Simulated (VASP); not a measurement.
Crystal: PbS (Galena).

```
CELL_PARAMETERS angstrom
0.00000 2.96575 2.96575
2.96575 0.00000 2.96575
2.96575 2.96575 0.00000
ATOMIC_POSITIONS crystal
Pb 0.00000 0.00000 0.00000
S 0.50000 0.50000 0.50000
```

- Program: VASP 6.6.1
- Task: relaxation of cell and atoms
- Functional: LDA
- Potentials or basis: VASP PAW LDA potentials, release 64 (Pb_d, S)
- Cutoff: 600 eV
- k mesh: 7 × 7 × 7
- Occupations: gaussian, width 0.01 eV
- Spin: no spin polarisation

At the start: pressure -2.6 GPa; volume 26.09 Å³/atom.

Task: How do energy, volume and symmetry change on relaxing?

Result: Over 3 steps the energy falls by 9.2 meV/atom and the volume is 24.98 Å³/atom (-4.2 %); space group Fm-3m (No. 225, to 0.05 Å).

The path:
| step | energy change (eV) | largest force (eV/Å) | pressure (GPa) | volume (Å³) |
| --- | --- | --- | --- | --- |
| 1 | 0.0000 | 0.0000 | -2.56 | 52.17 |
| 2 | -0.0151 | 0.0000 | 1.19 | 49.08 |
| 3 | -0.0183 | 0.0000 | 0.03 | 49.96 |

Final structure:
```xyz
2
Lattice="0.0000 2.9233 2.9233 2.9233 0.0000 2.9233 2.9233 2.9233 0.0000" Properties=species:S:1:pos:R:3 pbc="T T T"
Pb    0.0000    0.0000    0.0000
S     2.9233    2.9233    2.9233
```
